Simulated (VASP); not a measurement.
# P in VASP: notebook

Runs on P. Level: PBE+D3(BJ). Tasks: single point.

Program: VASP 6.6.1. These are calculated values, not measurements. Logs are shortened: lines on timing, memory, paths and dates and some standing lists are left out, and cuts for length are marked.

### Step 1. The cell of the first run

The cell holds a slab with vacuum, 2 atoms: a = 3.136 Å, b = 3.136 Å, c = 28.000 Å, α = 90.00°, β = 90.00°, γ = 120.00°.

### Step 2. Single point, PBE+D3(BJ)

The input, INCAR:

```
SYSTEM = P
ALGO = Normal ; DIPOL = 0.5 0.5 0.500
EDIFF = 1E-6 ; ENCUT = 520
GGA = PE ; IDIPOL = 3
ISIF = 2 ; ISMEAR = 0
IVDW = 12 ; LASPH = .TRUE.
LCHARG = .FALSE. ; LDIPOL = .TRUE.
LREAL = .FALSE. ; LWAVE = .FALSE.
NBANDS = 12 ; NELM = 100
PREC = Accurate ; SIGMA = 0.02
```

The input, KPOINTS:

```
k-points
0
G
  9 9 1
  0 0 0
```

The input, POSCAR:

```
P
1.0
    3.1360000000      0.0000000000      0.0000000000
   -1.5680000000      2.7158556663      0.0000000000
    0.0000000000      0.0000000000     28.0000000000
P
2
Direct
    0.3333333333      0.6666666667      0.5190535714
    0.6666666667      0.3333333333      0.4809464286
```

Potentials or basis: VASP PAW PBE potentials, release 64 (P).

On the command line:

```
$ cat potpaw_PBE.64/P/POTCAR > POTCAR
$ mpirun -np 1 vasp_std > vasp.out
```

OUTCAR:

```text
SYSTEM = P
   EDIFF = 1E-6
   ENCUT = 520
   GGA = PE
   ISIF = 2
   ISMEAR = 0
   IVDW = 12
   LASPH = .TRUE.
   LREAL = .FALSE.
   NELM = 100
   PREC = Accurate
 IVDW          = 12

 ion  position               nearest neighbor table
   1  0.333  0.667  0.519-   2 2.10   2 2.10   2 2.10
   2  0.667  0.333  0.481-   1 2.10   1 2.10   1 2.10

  LATTYP: Found a hexagonal cell.
 ALAT       =     3.1360000000
 C/A-ratio  =     8.9285714286

  Lattice vectors:

 A1 = (   3.1360000000,   0.0000000000,   0.0000000000)
 A2 = (  -1.5680000000,   2.7158556663,   0.0000000000)
 A3 = (   0.0000000000,   0.0000000000,  28.0000000000)

Analysis of symmetry for initial positions (statically):
=====================================================================
 Subroutine PRICEL returns:
 Original cell was already a primitive cell.

 Routine SETGRP: Setting up the symmetry group for a
 hexagonal supercell.

 Subroutine GETGRP returns: Found 12 space group operations
 (whereof 12 operations were pure point group operations)
 out of a pool of 24 trial point group operations.

The static configuration has the point symmetry D_3d.

Analysis of symmetry for dynamics (positions and initial velocities):
=====================================================================
 Subroutine PRICEL returns:
 Original cell was already a primitive cell.

 Routine SETGRP: Setting up the symmetry group for a
 hexagonal supercell.

 Subroutine GETGRP returns: Found 12 space group operations
 (whereof 12 operations were pure point group operations)
 out of a pool of 24 trial point group operations.

The dynamic configuration has the point symmetry D_3d.

 Subroutine INISYM returns: Found 12 space group operations
 (whereof 12 operations are pure point group operations),
 and found     1 'primitive' translations

----------------------------------------------------------------------------------------

                                     Primitive cell

  volume of cell :     238.4739

  direct lattice vectors                    reciprocal lattice vectors
     3.136000000  0.000000000  0.000000000     0.318877551  0.184104040  0.000000000
    -1.568000000  2.715855666  0.000000000     0.000000000  0.368208080  0.000000000
     0.000000000  0.000000000 28.000000000     0.000000000  0.000000000  0.035714286

  length of vectors
     3.136000000  3.136000000 28.000000000     0.368208080  0.368208080  0.035714286

  position of ions in fractional coordinates (direct lattice)
     0.333333333  0.666666667  0.519053571
     0.666666667  0.333333333  0.480946429

  ion indices of the primitive-cell ions
   primitive index   ion index
                 1           1
                 2           2

----------------------------------------------------------------------------------------

 KPOINTS: k-points

Automatic generation of k-mesh.
 Grid dimensions read from file:
 generate k-points for:    9    9    1

 Generating k-lattice:

  Cartesian coordinates                     Fractional coordinates (reciprocal lattice)
     0.035430839  0.020456004  0.000000000     0.111111111  0.000000000  0.000000000
     0.000000000  0.040912009  0.000000000     0.000000000  0.111111111  0.000000000
     0.000000000  0.000000000  0.035714286     0.000000000  0.000000000  1.000000000

  Length of vectors
     0.040912009  0.040912009  0.035714286

  Shift w.r.t. Gamma in fractional coordinates (k-lattice)
     0.000000000  0.000000000  0.000000000

 Subroutine IBZKPT returns following result:
 ===========================================

 Found     12 irreducible k-points:

 Following reciprocal coordinates:
            Coordinates               Weight
  0.000000  0.000000  0.000000      1.000000
  0.111111  0.000000  0.000000      6.000000
  0.222222  0.000000  0.000000      6.000000
  0.333333  0.000000  0.000000      6.000000
  0.444444  0.000000  0.000000      6.000000
  0.111111  0.111111  0.000000      6.000000
  0.222222  0.111111  0.000000     12.000000
  0.333333  0.111111  0.000000     12.000000
  0.444444  0.111111  0.000000      6.000000
  0.222222  0.222222  0.000000      6.000000
  0.333333  0.222222  0.000000     12.000000
  0.333333  0.333333  0.000000      2.000000
   k-points           NKPTS =     12   k-points in BZ     NKDIM =     12   number of bands    NBANDS=     12
   number of dos      NEDOS =    301   number of ions     NIONS =      2
   total plane-waves  NPLWV = 120960
   dimension x,y,z NGX =    24 NGY =   24 NGZ =  210
   dimension x,y,z NGXF=    48 NGYF=   48 NGZF=  420
   ions per type =               2
   NGX,Y,Z   is equivalent  to a cutoff of  12.72, 12.72, 12.47 a.u.
   NGXF,Y,Z  is equivalent  to a cutoff of  25.45, 25.45, 24.94 a.u.
 SYSTEM =  P
   PREC   = accura    normal or accurate (medium, high low for compatibility)
   ISTART =      0    job   : 0-new  1-cont  2-samecut
   ICHARG =      2    charge: 1-file 2-atom 10-const
   ISPIN  =      1    spin polarized calculation?
   LNONCOLLINEAR =      F non collinear calculations
   LSORBIT =      F    spin-orbit coupling
   LASPH  =      T    aspherical Exc in radial PAW
   ENCUT  =  520.0 eV  38.22 Ry    6.18 a.u.   5.83  5.83 52.06*2*pi/ulx,y,z
   NELM   =    100;   NELMIN=  2; NELMDL= -5     # of ELM steps
   EDIFF  = 0.1E-05   stopping-criterion for ELM
   LREAL  =      F    real-space projection
   EDIFFG = 0.1E-04   stopping-criterion for IOM
   NSW    =      0    number of steps for IOM
   IBRION =     -1    ionic relax: 0-MD 1-quasi-New 2-CG
   NFREE  =      0    steps in history (QN), initial steepest desc. (CG)
   ISIF   =      2    stress and relaxation
   ISYM   =      2    0-nonsym 1-usesym 2-fastsym
   POTIM  = 0.5000    time-step for ionic-motion
   TEBEG  =    0.0;   TEEND  =   0.0 temperature during run
   PSTRESS=    0.0 pullay stress
   NELECT =      10.0000    total number of electrons
   NUPDOWN=      -1.0000    fix difference up-down
   EMIN   =  10.00;   EMAX   =-10.00  energy-range for DOS
   EFERMI =   0.00;   METHOD = LEGACY
   ISMEAR =     0;   SIGMA  =   0.02  broadening in eV -4-tet -1-fermi 0-gaus
   EFERMI_NEDOS =   21; number of points for ismear=-14 and -15
   IALGO  =     38    algorithm
   IMIX   =      4    mixing-type and parameters
     AMIX     =   0.40;   BMIX     =  1.00
[... 55 lines left out ...]
     12       2.1244      0.00000

 k-point     2 :       0.1111    0.0000    0.0000
  band No.  band energies     occupation
      1     -20.1204      2.00000
      2     -10.9350      2.00000
      3      -6.9198      2.00000
      4      -5.9130      2.00000
      5      -4.6020      2.00000
      6      -1.2383      0.00000
      7      -0.0343      0.00000
      8       0.9963      0.00000
      9       1.3677      0.00000
     10       1.7888      0.00000
     11       2.1844      0.00000
     12       2.3785      0.00000

 k-point     3 :       0.2222    0.0000    0.0000
  band No.  band energies     occupation
      1     -19.4622      2.00000
      2     -10.5913      2.00000
      3      -9.2329      2.00000
      4      -6.7623      2.00000
      5      -4.3097      2.00000
      6      -2.2094      0.00000
      7       0.9955      0.00000
      8       1.3088      0.00000
      9       1.9377      0.00000
     10       2.6637      0.00000
     11       2.9809      0.00000
     12       3.1234      0.00000

 k-point     4 :       0.3333    0.0000    0.0000
  band No.  band energies     occupation
      1     -18.3993      2.00000
      2     -12.2793      2.00000
      3      -9.0782      2.00000
      4      -7.4525      2.00000
      5      -4.4992      2.00000
      6      -2.8700      0.00000
      7      -0.3914      0.00000
      8       1.7915      0.00000
      9       3.1660      0.00000
     10       3.3691      0.00000
     11       4.0653      0.00000
     12       4.3578      0.00000

 k-point     5 :       0.4444    0.0000    0.0000
  band No.  band energies     occupation
      1     -17.1064      2.00000
      2     -14.2841      2.00000
      3      -7.9605      2.00000
      4      -7.8201      2.00000
      5      -5.5818      2.00000
      6      -3.1161      0.00000
      7      -0.5259      0.00000
      8       1.7169      0.00000
      9       2.4005      0.00000
     10       4.8678      0.00000
     11       5.5661      0.00000
     12       5.9387      0.00000

 k-point     6 :       0.1111    0.1111    0.0000
  band No.  band energies     occupation
      1     -19.6801      2.00000
      2     -10.6235      2.00000
      3      -8.5018      2.00000
      4      -6.9718      2.00000
      5      -4.3794      2.00000
      6      -0.8733      0.00000
      7      -0.0731      0.00000
      8       1.6460      0.00000
      9       1.9164      0.00000
     10       2.4273      0.00000
     11       2.5908      0.00000
     12       2.8855      0.00000

 k-point     7 :       0.2222    0.1111    0.0000
  band No.  band energies     occupation
      1     -18.8157      2.00000
      2     -11.2466      2.00000
      3      -9.3373      2.00000
      4      -8.1123      2.00000
      5      -4.2424      2.00000
      6      -1.4087      0.00000
      7       0.5405      0.00000
      8       0.8141      0.00000
      9       2.6314      0.00000
     10       2.9203      0.00000
     11       3.5036      0.00000
     12       3.8006      0.00000

 k-point     8 :       0.3333    0.1111    0.0000
  band No.  band energies     occupation
      1     -17.5917      2.00000
      2     -13.3283      2.00000
      3      -8.8997      2.00000
      4      -8.2491      2.00000
      5      -4.9308      2.00000
      6      -1.6859      0.00000
      7      -0.5042      0.00000
      8       0.9410      0.00000
      9       3.3296      0.00000
     10       4.1585      0.00000
     11       4.9214      0.00000
     12       5.2303      0.00000

 k-point     9 :       0.4444    0.1111    0.0000
  band No.  band energies     occupation
      1     -16.5919      2.00000
      2     -14.6678      2.00000
      3      -9.0818      2.00000
      4      -7.4031      2.00000
      5      -5.8380      2.00000
      6      -1.6933      0.00000
      7      -0.7496      0.00000
      8       1.3212      0.00000
      9       2.3262      0.00000
     10       6.0057      0.00000
     11       6.1351      0.00000
     12       6.5744      0.00000

 k-point    10 :       0.2222    0.2222    0.0000
  band No.  band energies     occupation
      1     -17.7712      2.00000
      2     -12.6314      2.00000
      3      -9.7856      2.00000
      4      -8.4541      2.00000
      5      -4.5685      2.00000
      6      -0.6730      0.00000
      7      -0.2186      0.00000
      8       1.8151      0.00000
      9       2.1399      0.00000
     10       3.8722      0.00000
     11       4.5468      0.00000
     12       4.6397      0.00000

 k-point    11 :       0.3333    0.2222    0.0000
  band No.  band energies     occupation
      1     -16.4694      2.00000
      2     -14.2286      2.00000
      3     -10.6157      2.00000
      4      -7.2915      2.00000
      5      -5.4891      2.00000
      6      -1.5713      0.00000
      7       0.7098      0.00000
      8       1.4796      0.00000
      9       3.0119      0.00000
     10       4.8259      0.00000
     11       5.6056      0.00000
     12       5.8407      0.00000

 k-point    12 :       0.3333    0.3333    0.0000
  band No.  band energies     occupation
      1     -15.2420      2.00000
      2     -15.2420      2.00000
      3     -11.3907      2.00000
      4      -6.2519      2.00000
      5      -6.2519      2.00000
      6      -2.2121      0.00000
      7       1.9804      0.00000
      8       1.9804      0.00000
      9       3.5114      0.00000
     10       5.2163      0.00000
     11       5.2163      0.00000
     12       5.6488      0.00000

------------------------ aborting loop because EDIFF is reached ----------------------------------------

 vacuum level on the upper side and lower side of the slab       (xc-potential included)        -0.007        -0.007

 Edisp (eV)   -0.46629

 E8    (eV) :    -0.1898

  FORCE on cell =-STRESS in cart. coord.  units (eV):
  Direction    XX          YY          ZZ          XY          YZ          ZX
  --------------------------------------------------------------------------------------
  -------------------------------------------------------------------------------------
  Total       4.11355     4.11355     4.16833     0.00000     0.00000     0.00000
  in kB      27.63675    27.63675    28.00475     0.00000     0.00000     0.00000
  external pressure =       27.76 kB  Pullay stress =        0.00 kB

 VOLUME and BASIS-vectors are now :
 -----------------------------------------------------------------------------
  energy-cutoff  :      520.00
  volume of cell :      238.47
      direct lattice vectors                 reciprocal lattice vectors
     3.136000000  0.000000000  0.000000000     0.318877551  0.184104040  0.000000000
    -1.568000000  2.715855666  0.000000000     0.000000000  0.368208080  0.000000000
     0.000000000  0.000000000 28.000000000     0.000000000  0.000000000  0.035714286

 POSITION                                       TOTAL-FORCE (eV/Angst)
 -----------------------------------------------------------------------------------
     -0.00000      1.81057     14.53350        -0.000000     -0.000000      3.916315
      1.56800      0.90529     13.46650         0.000000      0.000000     -3.916315
 -----------------------------------------------------------------------------------
    total drift:                                0.000000      0.000000     -0.000000

  FREE ENERGIE OF THE ION-ELECTRON SYSTEM (eV)
  ---------------------------------------------------
  free  energy   TOTEN  =       -10.6992734747 eV

  energy  without entropy=      -10.6992734747  energy(sigma->0) =      -10.69927347

 vacuum level on the upper side and lower side of the slab         1.830         1.830
```

It took 41 s on 1 thread of Intel Xeon Platinum 8375C at 2.90GHz (Ice Lake), shared host; peak memory 0.33 GiB.

What came out:

```
Free energy                : -10.6993 eV
Largest force              : 3.916 eV/Å
Band gap on the k mesh     : 1.13 eV (least direct gap 1.63 eV)
Dispersion energy per atom : -0.233 eV
```

Forces on the atoms (eV/Å):
```
P    0.000  0.000  3.916
P    0.000  0.000 -3.916
```

### Step 3. Single point, PBE+D3(BJ)

The input, INCAR:

```
PREC = Accurate ; ENCUT = 520
EDIFF = 1E-6 ; ISMEAR = 0
SIGMA = 0.02 ; LREAL = F
LASPH = T ; NELM = 60
ALGO = Normal ; ISIF = 2
LWAVE = F ; LCHARG = F
LDIPOL = T ; IDIPOL = 3
DIPOL = 0.5 0.5 0.500 ; GGA = PE
IVDW = 12 ; NBANDS = 12
```

The input, KPOINTS:

```
Automatic mesh
0
Gamma
  9 9 1
```

The input, POSCAR:

```
P
1.0
    3.1360000000      0.0000000000      0.0000000000
   -1.5680000000      2.7158556663      0.0000000000
    0.0000000000      0.0000000000     28.0000000000
P
2
Direct
    0.3333333333      0.6666666667      0.5285892857
    0.6666666667      0.3333333333      0.4714107143
```

Potentials or basis: VASP PAW PBE potentials, release 64 (P).

On the command line:

```
$ cat potpaw_PBE.64/P/POTCAR > POTCAR
$ mpirun -np 1 vasp_std > vasp.out
```

It took 47 s on 1 thread of Intel Xeon Platinum 8375C at 2.90GHz (Ice Lake), shared host; peak memory 0.33 GiB.

The run converged. Its results:

| Item | Value |
| --- | --- |
| Free energy | -10.2850 eV |
| Largest force | 3.351 eV/Å |
| Band gap on the k mesh | zero (bands 5 and 6 overlap by 1.19 eV) |
| Dispersion energy per atom | -0.224 eV |

Forces on the atoms (eV/Å):
```
P    0.000  0.000 -3.351
P    0.000  0.000  3.351
```

Levels at points of the mesh, in eV from the Fermi level:
```csv
k point,band 1,band 2,band 3,band 4,band 5,band 6,band 7,band 8,band 9,band 10
"(0.00, 0.00, 0.00)",-14.98,-9.30,-3.42,0.55,0.55,2.57,3.38,3.38,3.80,4.20
```

### Step 4. Single point, PBE+D3(BJ)

The input, INCAR:

```
  PREC = Accurate
  ENCUT = 520
  EDIFF = 1E-7
  ISMEAR = 0
  SIGMA = 0.02
  LREAL = F
  LASPH = T
  NELM = 80
  ALGO = Normal
  ISIF = 2
  LWAVE = F
  LCHARG = F
  LDIPOL = T
  IDIPOL = 3
  DIPOL = 0.5 0.5 0.500
  GGA = PE
  IVDW = 12
  NBANDS = 12
```

The input, KPOINTS:

```
regular mesh
0
Gamma
  9 9 1
```

The input, POSCAR:

```
P
1.0
    3.1360000000      0.0000000000      0.0000000000
   -1.5680000000      2.7158556663      0.0000000000
    0.0000000000      0.0000000000     28.0000000000
P
2
Direct
    0.3333333333      0.6666666667      0.5047678571
    0.6666666667      0.3333333333      0.4952321429
```

On the command line:

```
$ cat potpaw_PBE.64/P/POTCAR > POTCAR
$ mpirun -np 1 vasp_std > vasp.out
```

Wall time 47 s (1 thread of Intel Xeon Platinum 8375C at 2.90GHz (Ice Lake), shared host); peak memory 0.33 GiB.

It converged, with:

| Property | Result |
| --- | --- |
| Free energy | -6.0853 eV |
| Largest force | 3.532 eV/Å |
| Band gap on the k mesh | zero (bands 5 and 6 overlap by 2.07 eV) |
| Dispersion energy per atom | -0.240 eV |

Forces in eV/Å, atoms in the order of the input:
```
P    0.000  0.000  3.532
P    0.000  0.000 -3.532
```

Levels at points of the mesh, in eV from the Fermi level:
| k point | band 2 | band 3 | band 4 | band 5 | band 6 | band 7 | band 8 | band 9 |
| --- | --- | --- | --- | --- | --- | --- | --- | --- |
| (0.00, 0.00, 0.00) | -7.83 | -5.47 | -5.47 | 0.53 | 0.53 | 0.86 | 2.55 | 3.12 |

### Step 5. Single point, PBE+D3(BJ)

The input, INCAR:

```
ALGO     = Normal         # electronic algorithm
DIPOL    = 0.5 0.5 0.500
EDIFF    = 1E-7           # SCF threshold, eV
ENCUT    = 520            # plane-wave cutoff, eV
GGA      = PE             # functional
IDIPOL   = 3            
ISIF     = 2              # what is computed and relaxed
ISMEAR   = 0              # smearing method
IVDW     = 12             # dispersion correction
LASPH    = T              # aspherical terms in the spheres
LCHARG   = F              # write CHGCAR
LDIPOL   = T            
LREAL    = F              # projectors in reciprocal space
LWAVE    = F              # write WAVECAR
NBANDS   = 12             # bands
NELM     = 60             # most SCF steps
PREC     = Accurate       # precision mode
SIGMA    = 0.02           # smearing width, eV
```

The input, KPOINTS:

```
k-points
0
Gamma
  9 9 1
```

The input, POSCAR:

```
P
1.0
    3.1360000000      0.0000000000      0.0000000000
   -1.5680000000      2.7158556663      0.0000000000
    0.0000000000      0.0000000000     28.0000000000
P
2
Direct
    0.3333333333      0.6666666667      0.5143035714
    0.6666666667      0.3333333333      0.4856964286
```

On the command line:

```
$ cat potpaw_PBE.64/P/POTCAR > POTCAR
$ mpirun -np 1 vasp_std > vasp.out
```

Run time: 48 s. Hardware: 1 thread of Intel Xeon Platinum 8375C at 2.90GHz (Ice Lake), shared host; peak memory 0.33 GiB.

The run converged. Its results:

```yaml
Free_energy: -9.1407 eV
Largest_force: 6.748 eV/Å
Band_gap_on_the_k_mesh: zero (bands 5 and 6 overlap by 0.49 eV)
Dispersion_energy_per_atom: -0.236 eV
```

Forces in eV/Å, atoms in the order of the input:
```
P    0.000  0.000  6.748
P    0.000  0.000 -6.748
```

Levels at points of the mesh, in eV from the Fermi level:
```
           k point  band 3  band 4  band 5  band 6  band 7  band 8
(0.00, 0.00, 0.00)   -3.44   -3.44   -0.29    1.85    1.85    2.68
```

### Step 6. Overview

```tsv
cell	gap on the mesh (eV)	largest force (eV/Å)
as given, atomic positions A	1.13	3.92
as given, atomic positions B	none	3.35
as given, atomic positions C	none	3.53
as given, atomic positions D	none	6.75
```

Alike in all rows: task single point; level PBE+D3(BJ); potentials or basis VASP PAW PBE potentials, release 64 (P); no spin polarisation; k mesh 9 × 9 × 1; cutoff (eV) 520; smearing gaussian 0.02 eV.

Absolute energies hang on the potentials; compare differences alone.
